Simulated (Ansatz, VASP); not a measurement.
**Two plane-wave programs on ZrH2**

File INCAR:

```
SYSTEM = ZrH2
PREC = Accurate ; ENCUT = 520
EDIFF = 1E-6 ; ISMEAR = -1
SIGMA = 0.1 ; LREAL = .FALSE.
LASPH = .TRUE. ; NELM = 80
ALGO = Normal ; ISIF = 2
LWAVE = .FALSE. ; LCHARG = .FALSE.
NBANDS = 14
```

The input KPOINTS:

```
Automatic mesh
0
G
  10 10 10
  0 0 0
```

File POSCAR:

```
ZrH2
1.0
    0.0000000000      2.4718300801      2.4718300801
    2.4718300801      0.0000000000      2.4718300801
    2.4718300801      2.4718300801      0.0000000000
Zr H
1 2
Direct
    0.0000000000      0.0000000000      0.0000000000
    0.7500000000      0.7500000000      0.7500000000
    0.2500000000      0.2500000000      0.2500000000
```

Input for Ansatz:

```yaml
crystal:
  lattice:
    - [0.0, 2.4718300800792994, 2.4718300800792994]
    - [2.4718300800792994, 0.0, 2.4718300800792994]
    - [2.4718300800792994, 2.4718300800792994, 0.0]
  atoms:
    - { symbol: Zr, position: [0.0, 0.0, 0.0] }
    - { symbol: H, position: [0.75, 0.75, 0.75] }
    - { symbol: H, position: [0.25, 0.25, 0.25] }
basis:
  ecutwfc: 450.0
kpoints:
  mp_grid:
    grid: [10, 10, 10]
hamiltonian:
  xc: lda
scf:
  max_iter: 65
  convergence:
    dr2_threshold: 1.0e-08
  occupations:
    method: fermi_dirac
    width: 0.1
output:
  stress: true
```

Alike in both runs: task single point; functional LDA; k mesh 10 × 10 × 10; occupations fermi-dirac, width 0.1 eV; no spin polarisation.

|  | VASP | Ansatz |
| --- | --- | --- |
| version | VASP 6.6.1 | Ansatz 0.2.0 |
| potentials or method | VASP PAW LDA potentials, release 64 (Zr_sv, H), cutoff 520 eV | plane waves, PAW |
| valence electrons in the cell | 14 | 14 |

|  | VASP | Ansatz | Ansatz less VASP |
| --- | --- | --- | --- |
| pressure (GPa) | -14.7 | -14.8 | -0.12 |

LDA's correlation is that of Perdew and Zunger in VASP and of Perdew and Wang (1992) in Ansatz. Ansatz's warnings: stress scf threshold loose.
